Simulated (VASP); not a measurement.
# Rh (P6_3/mmc) in VASP: notebook, part 2 of 2

VASP 6.6.1.

## 3. Single point, PBE

This run uses another cell than the first one, of the same volume but with other edges.

File INCAR:

```
SYSTEM = Rh
ALGO = Fast
EDIFF = 1E-7
ENCUT = 520
GGA = PE
ISIF = 2
ISMEAR = 0
LASPH = .True.
LCHARG = .False.
LREAL = .False.
LWAVE = .False.
NBANDS = 22
NELM = 100
PREC = Accurate
SIGMA = 0.15
```

File KPOINTS:

```
k-points
0
Gamma
  18 18 10
  0 0 0
```

File POSCAR:

```
Rh
1.0
    2.7248648783      0.0000000000      0.0000000000
   -1.3624324392      2.3598022065      0.0000000000
    0.0000000000      0.0000000000      4.5956000000
Rh
2
Direct
    0.6666666667      0.3333333333      0.7500000000
    0.3333333333      0.6666666667      0.2500000000
```

Potentials or basis: VASP PAW PBE potentials, release 64 (Rh_pv).

The run is started by

```
$ cat potpaw_PBE.64/Rh_pv/POTCAR > POTCAR
$ mpirun -np 1 vasp_std > vasp.out
```

OUTCAR:

```text
SYSTEM = Rh
   EDIFF = 1E-7
   ENCUT = 520
   GGA = PE
   ISIF = 2
   ISMEAR = 0
   LASPH = .True.
   LREAL = .False.
   NELM = 100
   PREC = Accurate

 ion  position               nearest neighbor table
   1  0.667  0.333  0.750-   2 2.78   2 2.78   2 2.78   2 2.78   2 2.78   2 2.78
   2  0.333  0.667  0.250-   1 2.78   1 2.78   1 2.78   1 2.78   1 2.78   1 2.78

  LATTYP: Found a hexagonal cell.
 ALAT       =     2.7248648783
 C/A-ratio  =     1.6865423444

  Lattice vectors:

 A1 = (   2.7248648783,   0.0000000000,   0.0000000000)
 A2 = (  -1.3624324392,   2.3598022065,   0.0000000000)
 A3 = (   0.0000000000,   0.0000000000,   4.5956000000)

Analysis of symmetry for initial positions (statically):
=====================================================================
 Subroutine PRICEL returns:
 Original cell was already a primitive cell.

 Routine SETGRP: Setting up the symmetry group for a
 hexagonal supercell.

 Subroutine GETGRP returns: Found 24 space group operations
 (whereof 12 operations were pure point group operations)
 out of a pool of 24 trial point group operations.

The static configuration has the point symmetry D_3d.
 The point group associated with its full space group is D_6h.

Analysis of symmetry for dynamics (positions and initial velocities):
=====================================================================
 Subroutine PRICEL returns:
 Original cell was already a primitive cell.

 Routine SETGRP: Setting up the symmetry group for a
 hexagonal supercell.

 Subroutine GETGRP returns: Found 24 space group operations
 (whereof 12 operations were pure point group operations)
 out of a pool of 24 trial point group operations.

The dynamic configuration has the point symmetry D_3d.
 The point group associated with its full space group is D_6h.

 Subroutine INISYM returns: Found 24 space group operations
 (whereof 12 operations are pure point group operations),
 and found     1 'primitive' translations

[... 109 lines left out ...]
   ISMEAR =     0;   SIGMA  =   0.15  broadening in eV -4-tet -1-fermi 0-gaus
   EFERMI_NEDOS =   21; number of points for ismear=-14 and -15
   IALGO  =     68    algorithm
   IMIX   =      4    mixing-type and parameters
     AMIX     =   0.40;   BMIX     =  1.00
     AMIX_MAG =   1.60;   BMIX_MAG =  1.00
  volume/ion in A,a.u.               =      14.78        99.71
  Fermi-wavevector in a.u.,A,eV,Ry     =   1.645360  3.109280 36.833830  2.707210
  Thomas-Fermi vector in A             =   2.735170
   LORBIT       =      0    0 simple, 1 ext, 2 COOP (PROOUT), +10 PAW based schemes
   GGA     = PE    functional components
   LHFCALC =     F    Hartree Fock is set to
   AEXX    =    0.0000 exact exchange contribution
   IVDW    =     0    specifies the selected vdW correction
   LEPSILON=     F    determine dielectric tensor
   LRPA    =     F    only Hartree local field effects (RPA)
 non-spin polarized calculation
 RMM-DIIS sequential band-by-band and
 Gauss-broadening in eV      SIGMA  =   0.15
  energy-cutoff  :      520.00
  volume of cell :       29.55
 maximum number of plane-waves:       813
   NGX = 11   NGY = 11   NGZ = 17

 number of electron      30.0000012 magnetization

 Free energy of the ion-electron system (eV)
  ---------------------------------------------------
  ext. energy  EPLUGINS =         0.00000000
  ---------------------------------------------------
  free energy    TOTEN  =       -14.38883556 eV

  energy without entropy =      -14.34648227  energy(sigma->0) =      -14.36765892

 E-fermi :  10.6811     XC(G=0): -13.5691

 val. band max:       10.6809654623   @ k =   0.2778   0.2778   0.0000
 cond. band min:      10.6864507340   @ k =   0.1667   0.1111   0.4000
 fundamental gap:      0.0054852717
 Fermi energy:        10.6810747133

 k-point     1 :       0.0000    0.0000    0.0000
  band No.  band energies     occupation
      1     -36.1305      2.00000
      2     -35.6685      2.00000
      3     -35.6685      2.00000
      4     -35.6092      2.00000
      5     -35.6023      2.00000
      6     -35.6023      2.00000
[... 589 lines left out ...]
     21      22.6355      0.00000
     22      24.9066      0.00000

 [... further k-points ...]

------------------------ aborting loop because EDIFF is reached ----------------------------------------

  FORCE on cell =-STRESS in cart. coord.  units (eV):
  Direction    XX          YY          ZZ          XY          YZ          ZX
  --------------------------------------------------------------------------------------
  -------------------------------------------------------------------------------------
  Total       -1.2855800     -1.2855800     -3.0091775      0.0000000      0.0000000      0.0000000
  in kB      -69.7022662    -69.7022662   -163.1532009      0.0000000      0.0000000      0.0000000
  external PRESSURE =    -100.8525778 kB  Pullay stress =       0.0000000 kB

 VOLUME and BASIS-vectors are now :
 -----------------------------------------------------------------------------
  energy-cutoff  :      520.00
  volume of cell :       29.55
      direct lattice vectors                 reciprocal lattice vectors
     2.724864878  0.000000000  0.000000000     0.366990675  0.211882165  0.000000000
    -1.362432439  2.359802206  0.000000000     0.000000000  0.423764330  0.000000000
     0.000000000  0.000000000  4.595600000     0.000000000  0.000000000  0.217599443

 POSITION                                       TOTAL-FORCE (eV/Angst)
 -----------------------------------------------------------------------------------
      1.36243      0.78660      3.44670        -0.000000      0.000000      0.000000
     -0.00000      1.57320      1.14890         0.000000     -0.000000      0.000000
 -----------------------------------------------------------------------------------
    total drift:                               -0.000000      0.000000     -0.000000

  FREE ENERGIE OF THE ION-ELECTRON SYSTEM (eV)
  ---------------------------------------------------
  free  energy   TOTEN  =       -14.3888355620 eV

  energy  without entropy=      -14.3464822687  energy(sigma->0) =      -14.36765892
```

OSZICAR:

```text
N       E                     dE             d eps       ncg     rms          rms(c)
DAV:   1     0.324873516741E+03    0.32487E+03   -0.19149E+04  9790   0.157E+03
DAV:   2    -0.828697780708E+01   -0.33316E+03   -0.32137E+03 10170   0.469E+02
DAV:   3    -0.153216015891E+02   -0.70346E+01   -0.69900E+01 11460   0.766E+01
DAV:   4    -0.153688303902E+02   -0.47229E-01   -0.47224E-01 10938   0.635E+00
DAV:   5    -0.153695852193E+02   -0.75483E-03   -0.75482E-03 11616   0.832E-01    0.121E+01
RMM:   6    -0.144126819916E+02    0.95690E+00   -0.23308E+00 10004   0.128E+01    0.408E+00
RMM:   7    -0.143941222244E+02    0.18560E-01   -0.84524E-02 10296   0.227E+00    0.197E+00
RMM:   8    -0.143896496846E+02    0.44725E-02   -0.15990E-02 10630   0.122E+00    0.357E-01
RMM:   9    -0.143888375384E+02    0.81215E-03   -0.19614E-03 11140   0.393E-01    0.367E-02
RMM:  10    -0.143888355241E+02    0.20143E-05   -0.19877E-04 11264   0.141E-01    0.142E-02
RMM:  11    -0.143888358657E+02   -0.34158E-06   -0.29423E-05 11595   0.631E-02    0.461E-03
RMM:  12    -0.143888347997E+02    0.10660E-05   -0.93777E-06 11926   0.336E-02    0.262E-03
RMM:  13    -0.143888352417E+02   -0.44200E-06   -0.26382E-06 11955   0.180E-02    0.897E-04
RMM:  14    -0.143888350056E+02    0.23613E-06   -0.78142E-07  9918   0.952E-03    0.153E-03
RMM:  15    -0.143888354838E+02   -0.47823E-06   -0.25789E-07  7147   0.587E-03    0.218E-04
RMM:  16    -0.143888355620E+02   -0.78143E-07   -0.78362E-08  6036   0.290E-03
   1 F= -.14388836E+02 E0= -.14367659E+02  d E =-.423533E-01
```

stdout:

```text
POSCAR found type information on POSCAR Rh
 POSCAR found :  1 types and       2 ions
 scaLAPACK will be used
 LDA part: xc-table for (Slater+PW92), standard interpolation
 POSCAR, INCAR and KPOINTS ok, starting setup
 FFT: planning ... GRIDC
 FFT: planning ... GRID_SOFT
 FFT: planning ... GRID
 WAVECAR not read
 entering main loop
```

Wall time 59 s (1 thread of Intel Xeon 6975P-C (Granite Rapids), shared host); peak memory 0.22 GiB.

What came out:

```yaml
Free_energy: -14.3888 eV
Pressure: -10.1 GPa
Band_gap_on_the_k_mesh: zero (bands 15 and 16 overlap by 2.27 eV)
```

Levels at points of the mesh, in eV from the Fermi level:
| k point | band 11 | band 12 | band 13 | band 14 | band 15 | band 16 | band 17 | band 18 | band 19 | band 20 |
| --- | --- | --- | --- | --- | --- | --- | --- | --- | --- | --- |
| (0.00, 0.00, 0.00) | -2.68 | -2.28 | -2.28 | -1.42 | -1.42 | 0.17 | 0.17 | 0.47 | 7.39 | 16.15 |
| (0.50, 0.00, 0.00) | -2.56 | -2.11 | -1.76 | 0.46 | 0.58 | 0.79 | 2.94 | 4.95 | 9.78 | 9.98 |
| (0.00, 0.00, 0.50) | -2.71 | -2.71 | -2.71 | -2.71 | -0.35 | -0.35 | -0.35 | -0.35 | 13.84 | 13.84 |
| (0.50, 0.00, 0.50) | -1.33 | -1.33 | -0.21 | -0.21 | 0.70 | 0.70 | 2.65 | 2.65 | 8.81 | 8.81 |

Caveat: the cell stands under tension.

## 4. Single point, PBE

This run uses another cell than the first one, of 14.70 Å³/atom.

File INCAR:

```
SYSTEM = Rh
  ALGO = Fast
  EDIFF = 1E-6
  ENCUT = 520
  GGA = PE
  ISIF = 2
  ISMEAR = 0
  LASPH = .TRUE.
  LCHARG = .TRUE.
  LELF = .TRUE.
  LREAL = .FALSE.
  LVHAR = .TRUE.
  LWAVE = .FALSE.
  NBANDS = 22
  NELM = 100
  PREC = Accurate
  SIGMA = 0.15
```

File KPOINTS:

```
k-points
0
G
  18 18 10
  0 0 0
```

File POSCAR:

```
Rh
1.0
    2.6976000000      0.0000000000      0.0000000000
   -1.3488000000      2.3361901292      0.0000000000
    0.0000000000      0.0000000000      4.6658000000
Rh
2
Direct
    0.6666666667      0.3333333333      0.7500000000
    0.3333333333      0.6666666667      0.2500000000
```

The run is started by

```
$ cat potpaw_PBE.64/Rh_pv/POTCAR > POTCAR
$ mpirun -np 1 vasp_std > vasp.out
```

Run time: 52 s. Hardware: 1 thread of Intel Xeon 6975P-C (Granite Rapids), shared host; peak memory 0.22 GiB.

The run converged. Its results:

| Item | Value |
| --- | --- |
| Free energy | -14.3600 eV |
| Pressure | -8.5 GPa |
| Band gap on the k mesh | zero (bands 15 and 16 overlap by 2.36 eV) |

Stress tensor (GPa, compression positive):
```
 -3.54   0.00   0.00
  0.00  -3.54   0.00
  0.00   0.00 -18.41
```

Levels at points of the mesh, in eV from the Fermi level:
```csv
k point,band 12,band 13,band 14,band 15,band 16,band 17,band 18,band 19
"(0.00, 0.00, 0.00)",-2.33,-2.33,-1.25,-1.25,0.21,0.21,0.27,7.10
"(0.50, 0.00, 0.00)",-2.16,-1.67,0.42,0.71,0.90,3.02,5.06,9.82
"(0.00, 0.00, 0.50)",-2.69,-2.69,-2.69,-0.30,-0.30,-0.30,-0.30,13.43
"(0.50, 0.00, 0.50)",-1.24,-0.19,-0.19,0.82,0.82,2.70,2.70,8.95
```

Caveat: the cell stands under tension.

## 5. Overview

```csv
cell,further INCAR settings,gap on the mesh (eV),pressure (GPa)
"a = 2.861, b = 2.861, c = 4.175 Å, angles 90.0, 90.0, 120.0°, 2 atoms",ALGO = Fast; EDIFF = 1e-07; NBANDS = 22,none,-7.9
"a = 2.725, b = 2.725, c = 4.596 Å, angles 90.0, 90.0, 120.0°, 2 atoms",ALGO = Fast; EDIFF = 1e-07; NBANDS = 22,none,-10.1
"a = 2.698, b = 2.698, c = 4.666 Å, angles 90.0, 90.0, 120.0°, 2 atoms",ALGO = Fast; EDIFF = 1e-06; NBANDS = 22,none,-8.5
```

Alike in all rows: task single point; level PBE; potentials or basis VASP PAW PBE potentials, release 64 (Rh_pv); no spin polarisation; k mesh 18 × 18 × 10; cutoff (eV) 520; smearing gaussian 0.15 eV.

Caveats: the cell stands under tension.

Absolute energies hang on the potentials; compare differences alone.
